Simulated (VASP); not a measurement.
# FeNi3 (Awaruite) (Pm-3m) in VASP: further runs

Runs on FeNi3 (Awaruite). Level: PBEsol. Tasks: single point.

All numbers are computed with VASP 6.6.1; they aren't measurements. Logs are shortened: lines on timing, memory, paths and dates and some standing lists are left out, and cuts for length are marked.

## (1) The cell of the first run

Symmetry: Pm-3m, No. 221, cubic system. Conventional cell: a = 3.521 Å, b = 3.521 Å, c = 3.521 Å, α = 90.00°, β = 90.00°, γ = 90.00°. Ni (site symmetry 4/mmm) has 8 Ni at 2.49 Å and 4 Fe at 2.49 Å within 3.3 Å. Within 3.3 Å of Fe (site symmetry m-3m) lie 12 Ni at 2.49 Å.

## (2) Single point, PBEsol, collinear spin, ferromagnetic start

The input, INCAR:

```
  PREC = Accurate
  ENCUT = 520
  EDIFF = 1E-7
  ISMEAR = -1
  SIGMA = 0.05
  LREAL = F
  LASPH = T
  NELM = 150
  ALGO = Fast
  ISIF = 2
  LWAVE = F
  LCHARG = F
  ISPIN = 2
  MAGMOM = 1 1 1 3
  LORBIT = 11
  LMAXMIX = 4
  GGA = PS
  NBANDS = 31
```

The input, KPOINTS:

```
Automatic mesh
0
Gamma
  8 8 8
```

The input, POSCAR:

```
FeNi3
1.0
    3.5212073368      0.0000000000      0.0000000000
    0.0000000000      3.5212073368      0.0000000000
    0.0000000000      0.0000000000      3.5212073368
Ni Fe
3 1
Direct
    0.5000000000      0.5000000000      0.0000000000
    0.5000000000      0.0000000000      0.5000000000
    0.0000000000      0.5000000000      0.5000000000
    0.0000000000      0.0000000000      0.0000000000
```

Potentials or basis: VASP PAW PBE potentials, release 64 (Ni, Fe).

Launch:

```console
> cat potpaw_PBE.64/Ni/POTCAR potpaw_PBE.64/Fe/POTCAR > POTCAR
> mpirun -np 1 vasp_std > vasp.out
```

OUTCAR:

```text
PREC = Accurate
   ENCUT = 520
   EDIFF = 1E-7
   ISMEAR = -1
   LREAL = F
   LASPH = T
   NELM = 150
   ISIF = 2
   ISPIN = 2
   LORBIT = 11
   GGA = PS

 ion  position               nearest neighbor table
   1  0.500  0.500  0.000-   2 2.49   3 2.49   4 2.49   2 2.49   3 2.49   2 2.49   4 2.49   2 2.49
                             3 2.49   4 2.49   3 2.49   4 2.49
   2  0.500  0.000  0.500-   1 2.49   3 2.49   4 2.49   1 2.49   4 2.49   1 2.49   3 2.49   1 2.49
                             3 2.49   4 2.49   4 2.49   3 2.49
   3  0.000  0.500  0.500-   1 2.49   2 2.49   4 2.49   1 2.49   4 2.49   2 2.49   4 2.49   4 2.49
                             1 2.49   2 2.49   1 2.49   2 2.49
   4  0.000  0.000  0.000-   1 2.49   2 2.49   3 2.49   2 2.49   3 2.49   1 2.49   3 2.49   3 2.49
                             1 2.49   2 2.49   2 2.49   1 2.49

  LATTYP: Found a simple cubic cell.
 ALAT       =     3.5212073368

  Lattice vectors:

 A1 = (   3.5212073368,   0.0000000000,   0.0000000000)
 A2 = (   0.0000000000,   3.5212073368,   0.0000000000)
 A3 = (   0.0000000000,   0.0000000000,   3.5212073368)

Analysis of symmetry for initial positions (statically):
=====================================================================
 Subroutine PRICEL returns:
 Original cell was already a primitive cell.

 Routine SETGRP: Setting up the symmetry group for a
 simple cubic supercell.

 Subroutine GETGRP returns: Found 48 space group operations
 (whereof 48 operations were pure point group operations)
 out of a pool of 48 trial point group operations.

The static configuration has the point symmetry O_h .

Analysis of symmetry for dynamics (positions and initial velocities):
=====================================================================
 Subroutine PRICEL returns:
 Original cell was already a primitive cell.

 Routine SETGRP: Setting up the symmetry group for a
 simple cubic supercell.

 Subroutine GETGRP returns: Found 48 space group operations
 (whereof 48 operations were pure point group operations)
 out of a pool of 48 trial point group operations.

The dynamic configuration has the point symmetry O_h .

Analysis of structural, dynamic, and magnetic symmetry:
=====================================================================
 Subroutine PRICEL returns:
 Original cell was already a primitive cell.

 Routine SETGRP: Setting up the symmetry group for a
 simple cubic supercell.

 Subroutine GETGRP returns: Found 48 space group operations
 (whereof 48 operations were pure point group operations)
 out of a pool of 48 trial point group operations.

The overall configuration has the point symmetry O_h .

 Subroutine INISYM returns: Found 48 space group operations
 (whereof 48 operations are pure point group operations),
 and found     1 'primitive' translations

----------------------------------------------------------------------------------------

                                     Primitive cell

  volume of cell :      43.6591

  direct lattice vectors                    reciprocal lattice vectors
     3.521207337  0.000000000  0.000000000     0.283993501  0.000000000  0.000000000
     0.000000000  3.521207337  0.000000000     0.000000000  0.283993501  0.000000000
     0.000000000  0.000000000  3.521207337     0.000000000  0.000000000  0.283993501

  length of vectors
     3.521207337  3.521207337  3.521207337     0.283993501  0.283993501  0.283993501

  position of ions in fractional coordinates (direct lattice)
     0.500000000  0.500000000  0.000000000
     0.500000000  0.000000000  0.500000000
     0.000000000  0.500000000  0.500000000
     0.000000000  0.000000000  0.000000000

  ion indices of the primitive-cell ions
   primitive index   ion index
                 1           1
                 2           2
                 3           3
                 4           4

----------------------------------------------------------------------------------------

 KPOINTS: Automatic mesh

Automatic generation of k-mesh.
 Grid dimensions read from file:
 generate k-points for:    8    8    8

 Generating k-lattice:

  Cartesian coordinates                     Fractional coordinates (reciprocal lattice)
     0.035499188  0.000000000  0.000000000     0.125000000  0.000000000  0.000000000
     0.000000000  0.035499188  0.000000000     0.000000000  0.125000000  0.000000000
     0.000000000  0.000000000  0.035499188     0.000000000  0.000000000  0.125000000

  Length of vectors
     0.035499188  0.035499188  0.035499188

  Shift w.r.t. Gamma in fractional coordinates (k-lattice)
     0.000000000  0.000000000  0.000000000

 Subroutine IBZKPT returns following result:
 ===========================================

 Found     35 irreducible k-points:

 Following reciprocal coordinates:
            Coordinates               Weight
  0.000000  0.000000  0.000000      1.000000
  0.125000  0.000000  0.000000      6.000000
  0.250000  0.000000  0.000000      6.000000
  0.375000  0.000000  0.000000      6.000000
  0.500000  0.000000  0.000000      3.000000
  0.125000  0.125000  0.000000     12.000000
[... 16 lines left out ...]
  0.375000  0.375000  0.125000     24.000000
  0.500000  0.375000  0.125000     24.000000
 [... further k-points ...]
   k-points           NKPTS =     35   k-points in BZ     NKDIM =     35   number of bands    NBANDS=     31
   number of dos      NEDOS =    301   number of ions     NIONS =      4
   total plane-waves  NPLWV =  21952
   dimension x,y,z NGX =    28 NGY =   28 NGZ =   28
   dimension x,y,z NGXF=    56 NGYF=   56 NGZF=   56
   ions per type =               3   1
   NGX,Y,Z   is equivalent  to a cutoff of  13.22, 13.22, 13.22 a.u.
   NGXF,Y,Z  is equivalent  to a cutoff of  26.44, 26.44, 26.44 a.u.
 SYSTEM =  unknown system
   PREC   = accura    normal or accurate (medium, high low for compatibility)
   ISTART =      0    job   : 0-new  1-cont  2-samecut
   ICHARG =      2    charge: 1-file 2-atom 10-const
   ISPIN  =      2    spin polarized calculation?
   LNONCOLLINEAR =      F non collinear calculations
   LSORBIT =      F    spin-orbit coupling
   LASPH  =      T    aspherical Exc in radial PAW
   ENCUT  =  520.0 eV  38.22 Ry    6.18 a.u.   6.55  6.55  6.55*2*pi/ulx,y,z
   NELM   =    150;   NELMIN=  2; NELMDL= -5     # of ELM steps
   EDIFF  = 0.1E-06   stopping-criterion for ELM
   LREAL  =      F    real-space projection
   EDIFFG = 0.1E-05   stopping-criterion for IOM
   NSW    =      0    number of steps for IOM
   IBRION =     -1    ionic relax: 0-MD 1-quasi-New 2-CG
   NFREE  =      0    steps in history (QN), initial steepest desc. (CG)
   ISIF   =      2    stress and relaxation
   ISYM   =      2    0-nonsym 1-usesym 2-fastsym
   POTIM  = 0.5000    time-step for ionic-motion
   TEBEG  =    0.0;   TEEND  =   0.0 temperature during run
   PSTRESS=    0.0 pullay stress
   NELECT =      38.0000    total number of electrons
   NUPDOWN=      -1.0000    fix difference up-down
   EMIN   =  10.00;   EMAX   =-10.00  energy-range for DOS
   EFERMI =   0.00;   METHOD = LEGACY
   ISMEAR =    -1;   SIGMA  =   0.05  broadening in eV -4-tet -1-fermi 0-gaus
   EFERMI_NEDOS =   21; number of points for ismear=-14 and -15
   IALGO  =     68    algorithm
   IMIX   =      4    mixing-type and parameters
     AMIX     =   0.40;   BMIX     =  1.00
     AMIX_MAG =   1.60;   BMIX_MAG =  1.00
  volume/ion in A,a.u.               =      10.91        73.66
  Fermi-wavevector in a.u.,A,eV,Ry     =   1.563068  2.953769 33.241487  2.443180
  Thomas-Fermi vector in A             =   2.665893
   LORBIT       =     11    0 simple, 1 ext, 2 COOP (PROOUT), +10 PAW based schemes
   GGA     = PS    functional components
   LHFCALC =     F    Hartree Fock is set to
   AEXX    =    0.0000 exact exchange contribution
   IVDW    =     0    specifies the selected vdW correction
   LEPSILON=     F    determine dielectric tensor
   LRPA    =     F    only Hartree local field effects (RPA)
 spin polarized calculation
 RMM-DIIS sequential band-by-band and
  energy-cutoff  :      520.00
  volume of cell :       43.66
 maximum number of plane-waves:      1208
 NGX is ok and might be reduce to    28
   NGX = 13   NGY = 13   NGZ = 13

 number of electron      37.9999981 magnetization       4.7488614

 Free energy of the ion-electron system (eV)
  ---------------------------------------------------
  ext. energy  EPLUGINS =         0.00000000
  ---------------------------------------------------
  free energy    TOTEN  =       -27.62894134 eV

  energy without entropy =      -27.60122823  energy(sigma->0) =      -27.61508478

 E-fermi :   8.6456     XC(G=0): -13.4359

 val. band max:        8.6437527853   @ k =   0.0000   0.0000   0.0000
 cond. band min:       8.6665224137   @ k =   0.3750   0.2500   0.2500
 fundamental gap:      0.0227696284
 Fermi energy:         8.6456280896

 spin component 1

 k-point     1 :       0.0000    0.0000    0.0000
  band No.  band energies     occupation
      1      -0.6050      1.00000
      2       3.2509      1.00000
      3       3.2509      1.00000
      4       3.9018      1.00000
      5       4.0014      1.00000
      6       4.0014      1.00000
[... 23 lines left out ...]
     30      22.9486      0.00000
     31      23.4708      0.00000

 k-point     2 :       0.1250    0.0000    0.0000
  band No.  band energies     occupation
      1      -0.4002      1.00000
      2       3.3138      1.00000
      3       3.3487      1.00000
      4       3.9779      1.00000
      5       4.0641      1.00000
      6       4.0737      1.00000
[... 23 lines left out ...]
     30      22.3032      0.00000
     31      22.8372      0.00000

 k-point     3 :       0.2500    0.0000    0.0000
  band No.  band energies     occupation
      1       0.1990      1.00000
      2       3.3935      1.00000
      3       3.6064      1.00000
      4       4.2023      1.00000
      5       4.2422      1.00000
      6       4.2904      1.00000
[... 703 lines left out ...]
     30      23.7260      0.00000
     31      23.9986      0.00000

 k-point    24 :       0.5000    0.3750    0.1250
  band No.  band energies     occupation
      1       3.3779      1.00000
      2       3.4771      1.00000
      3       4.1718      1.00000
      4       4.4248      1.00000
      5       4.8838      1.00000
      6       5.1796      1.00000
[... 23 lines left out ...]
     30      22.5748      0.00000
     31      25.0550      0.00000

 [... further k-points ...]

 spin component 2

 k-point     1 :       0.0000    0.0000    0.0000
  band No.  band energies     occupation
      1      -0.5201      1.00000
      2       4.2706      1.00000
      3       4.2706      1.00000
      4       4.2970      1.00000
      5       4.9834      1.00000
      6       4.9834      1.00000
[... 23 lines left out ...]
     30      22.9332      0.00000
     31      23.8321      0.00000

 k-point     2 :       0.1250    0.0000    0.0000
  band No.  band energies     occupation
      1      -0.3149      1.00000
      2       4.2678      1.00000
      3       4.3923      1.00000
      4       4.3967      1.00000
      5       5.0527      1.00000
      6       5.0540      1.00000
[... 23 lines left out ...]
     30      22.3390      0.00000
     31      23.2246      0.00000

 k-point     3 :       0.2500    0.0000    0.0000
  band No.  band energies     occupation
      1       0.2872      1.00000
      2       4.1234      1.00000
      3       4.6776      1.00000
      4       4.7226      1.00000
      5       5.2517      1.00000
      6       5.2670      1.00000
[... 703 lines left out ...]
     30      23.9530      0.00000
     31      24.4060      0.00000

 k-point    24 :       0.5000    0.3750    0.1250
  band No.  band energies     occupation
      1       3.7213      1.00000
      2       3.8452      1.00000
      3       5.0016      1.00000
      4       5.0131      1.00000
      5       5.9957      1.00000
      6       6.1328      1.00000
[... 23 lines left out ...]
     30      23.0210      0.00000
     31      25.2295      0.00000

 [... further k-points ...]

------------------------ aborting loop because EDIFF is reached ----------------------------------------

  FORCE on cell =-STRESS in cart. coord.  units (eV):
  Direction    XX          YY          ZZ          XY          YZ          ZX
  --------------------------------------------------------------------------------------
  -------------------------------------------------------------------------------------
  Total       -1.5807892     -1.5807892     -1.5807892     -0.0000000      0.0000000     -0.0000000
  in kB      -58.0109181    -58.0109181    -58.0109181     -0.0000000      0.0000000     -0.0000000
  external PRESSURE =     -58.0109181 kB  Pullay stress =       0.0000000 kB

 VOLUME and BASIS-vectors are now :
 -----------------------------------------------------------------------------
  energy-cutoff  :      520.00
  volume of cell :       43.66
      direct lattice vectors                 reciprocal lattice vectors
     3.521207337  0.000000000  0.000000000     0.283993501  0.000000000  0.000000000
     0.000000000  3.521207337  0.000000000     0.000000000  0.283993501  0.000000000
     0.000000000  0.000000000  3.521207337     0.000000000  0.000000000  0.283993501

 POSITION                                       TOTAL-FORCE (eV/Angst)
 -----------------------------------------------------------------------------------
      1.76060      1.76060      0.00000         0.000000      0.000000      0.000000
      1.76060      0.00000      1.76060         0.000000      0.000000      0.000000
      0.00000      1.76060      1.76060         0.000000      0.000000      0.000000
      0.00000      0.00000      0.00000         0.000000      0.000000      0.000000
 -----------------------------------------------------------------------------------
    total drift:                                0.000000      0.000000      0.000000

  FREE ENERGIE OF THE ION-ELECTRON SYSTEM (eV)
  ---------------------------------------------------
  free  energy   TOTEN  =       -27.6289413361 eV

  energy  without entropy=      -27.6012282251  energy(sigma->0) =      -27.61508478

 total charge

# of ion       s       p       d       tot
------------------------------------------
    1        0.515   0.532   8.329   9.376
    2        0.515   0.532   8.329   9.376
    3        0.515   0.532   8.329   9.376
    4        0.484   0.522   6.125   7.131
--------------------------------------------------
tot          2.028   2.118  31.113  35.259

 magnetization (x)

# of ion       s       p       d       tot
------------------------------------------
    1       -0.015  -0.042   0.683   0.627
    2       -0.015  -0.042   0.683   0.627
    3       -0.015  -0.042   0.683   0.627
    4        0.010   0.002   2.862   2.873
--------------------------------------------------
tot         -0.036  -0.123   4.912   4.753
```

Run time: 2 min. Hardware: 1 thread of Oxide Virtual Turin-like, shared host; peak memory 0.18 GiB.

What came out:

```
Free energy                                           : -27.6289 eV
Pressure                                              : -5.8 GPa
Net moment                                            : 4.75 μB per cell
Site moments                                          : Ni +0.63; Fe +2.87 μB
Valence electrons inside the program's atomic spheres : Ni 9.38; Fe 7.13
```

Caveat: the PAW data sets were made with another functional, which shifts forces and pressure a little.

## (3) Single point, PBEsol, collinear spin, ferromagnetic start

This run uses another cell than the first one, of 11.36 Å³/atom, 1.041 times its volume.

The input, INCAR:

```
ALGO     = Normal         # electronic algorithm
EDIFF    = 1E-6           # SCF threshold, eV
ENCUT    = 520            # plane-wave cutoff, eV
GGA      = PS             # functional
ISIF     = 2              # what is computed and relaxed
ISMEAR   = -1             # smearing method
ISPIN    = 2              # spin polarisation
LASPH    = T              # aspherical terms in the spheres
LCHARG   = F              # write CHGCAR
LMAXMIX  = 4              # l up to which the mixer works
LORBIT   = 11             # projections on sites
LREAL    = F              # projectors in reciprocal space
LWAVE    = F              # write WAVECAR
MAGMOM   = 1 1 1 3        # initial moments
NBANDS   = 31             # bands
NELM     = 150            # most SCF steps
PREC     = Accurate       # precision mode
SIGMA    = 0.05           # smearing width, eV
```

The input, KPOINTS:

```
k-points
0
Gamma
  8 8 8
```

The input, POSCAR:

```
FeNi3
1.0
    3.5684775054      0.0000000000      0.0000000000
    0.0000000000      3.5684775054      0.0000000000
    0.0000000000      0.0000000000      3.5684775054
Ni Fe
3 1
Direct
    0.5000000000      0.5000000000      0.0000000000
    0.5000000000      0.0000000000      0.5000000000
    0.0000000000      0.5000000000      0.5000000000
    0.0000000000      0.0000000000      0.0000000000
```

Potentials or basis: VASP PAW PBE potentials, release 64 (Ni, Fe).

Launch:

```console
> cat potpaw_PBE.64/Ni/POTCAR potpaw_PBE.64/Fe/POTCAR > POTCAR
> mpirun -np 1 vasp_std > vasp.out
```

It took 2.2 min on 1 thread of Oxide Virtual Turin-like, shared host; peak memory 0.18 GiB.

It converged, with:

```yaml
Free_energy: -27.5247 eV
Pressure: -12.5 GPa
Net_moment: 4.85 μB per cell
Site_moments: Ni +0.65; Fe +2.93 μB
Valence_electrons_inside_the_program's_atomic_spheres: Ni 9.30; Fe 7.05
```

Levels at points of the mesh, in eV from the Fermi level:
Spin up:
```tsv
k point	band 19	band 20	band 21	band 22	band 23	band 24
(0.00, 0.00, 0.00)	-0.62	-0.62	-0.62	2.18	2.18	2.18
(0.50, 0.00, 0.00)	-1.40	-1.02	-0.73	-0.62	7.32	7.32
(0.50, 0.50, 0.00)	-1.48	-1.45	0.70	0.70	0.73	0.74
(0.50, 0.50, 0.50)	-0.78	-0.78	-0.52	-0.52	-0.52	-0.36
```
Spin down:
| k point | band 14 | band 15 | band 16 | band 17 | band 18 | band 19 | band 20 | band 21 |
| --- | --- | --- | --- | --- | --- | --- | --- | --- |
| (0.00, 0.00, 0.00) | 0.28 | 0.28 | 0.28 | 0.97 | 0.97 | 1.26 | 1.26 | 1.26 |
| (0.50, 0.00, 0.00) | -0.91 | -0.81 | -0.36 | -0.09 | -0.09 | 0.28 | 0.49 | 0.60 |
| (0.50, 0.50, 0.00) | -1.15 | -1.14 | -0.76 | -0.64 | 0.19 | 0.19 | 0.38 | 1.37 |
| (0.50, 0.50, 0.50) | -0.42 | -0.42 | -0.42 | 0.07 | 0.07 | 0.07 | 0.80 | 0.80 |

Caveat: the PAW data sets were made with another functional, which shifts forces and pressure a little.

(Continued in part 2 of 2.)
